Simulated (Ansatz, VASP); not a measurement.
# One calculation of Ba, two programs

Contents of INCAR:

```
SYSTEM = Ba
PREC     = Accurate       ! precision mode
ENCUT    = 520            ! plane-wave cutoff, eV
EDIFF    = 1E-6           ! SCF threshold, eV
ISMEAR   = 0              ! smearing method
SIGMA    = 0.1            ! smearing width, eV
LREAL    = .False.        ! projectors in reciprocal space
LASPH    = .True.         ! aspherical terms in the spheres
NELM     = 60             ! most SCF steps
ALGO     = Fast           ! electronic algorithm
ISIF     = 2              ! what is computed and relaxed
LWAVE    = .False.        ! write WAVECAR
LCHARG   = .True.         ! write CHGCAR
GGA      = PS             ! functional
LELF     = .True.         ! ELF
LVHAR    = .True.       
NBANDS   = 17             ! bands
```

KPOINTS

```
Automatic mesh
0
Gamma
  10 10 6
  0 0 0
```

File POSCAR:

```
Ba
1.0
    3.5818963522     -2.4584617138      0.0000000000
    3.5818963522      2.4584617138      0.0000000000
    0.0000000000      0.0000000000      6.8860500698
Ba
2
Direct
    0.7964381561      0.2035618439      0.2500000000
    0.2035618439      0.7964381561      0.7500000000
```

Input for Ansatz:

```yaml
crystal:
  lattice:
    - [3.5818963522, -2.4584617138, 0.0]
    - [3.5818963522, 2.4584617138, 0.0]
    - [0.0, 0.0, 6.8860500698]
  atoms:
    - { symbol: Ba, position: [0.7964381561, 0.2035618439, 0.25] }
    - { symbol: Ba, position: [0.2035618439, 0.7964381561, 0.75] }
basis:
  ecutwfc: 420
kpoints:
  mp_grid: { grid: [10, 10, 6] }
hamiltonian:
  xc: pbesol
scf:
  occupations: { method: gaussian, width: 0.1 }
output:
  forces: true
  stress: true
  eigenvalues: true
```

Alike in both runs: task single point; functional PBEsol; k mesh 10 × 10 × 6; occupations gaussian, width 0.1 eV; no spin polarisation.

|  | VASP | Ansatz |
| --- | --- | --- |
| version | VASP 6.6.1 | Ansatz 0.2.0 |
| potentials or method | VASP PAW PBE potentials, release 64 (Ba_sv), cutoff 520 eV | scalar-relativistic, plane waves, PAW |
| valence electrons in the cell | 20 | 20 |

VASP gave:

| Item | Value |
| --- | --- |
| gap on the k mesh at the Fermi level (eV) | none |
| pressure (GPa) | -0.3 |
| traceless stress, the component that is largest in VASP (GPa) | 0.77 |
| rms of the force components (eV/Å) | 0.193 |

Problem. What did Ansatz give for the same quantities?

Solution. gap on the k mesh at the Fermi level (eV): none; pressure (GPa): -0.4; traceless stress, the component that is largest in VASP (GPa): 0.75; rms of the force components (eV/Å): 0.190.

VASP's potentials were made for PBE, not for PBEsol. Atom by atom the forces differ by 0.004 eV/Å (rms over components). A gap of «none» marks a metal or a gap that the smearing closes. With one functional, cell and mesh, what is left measures potentials, basis and numerics.

Neither program's run includes spin-orbit coupling.
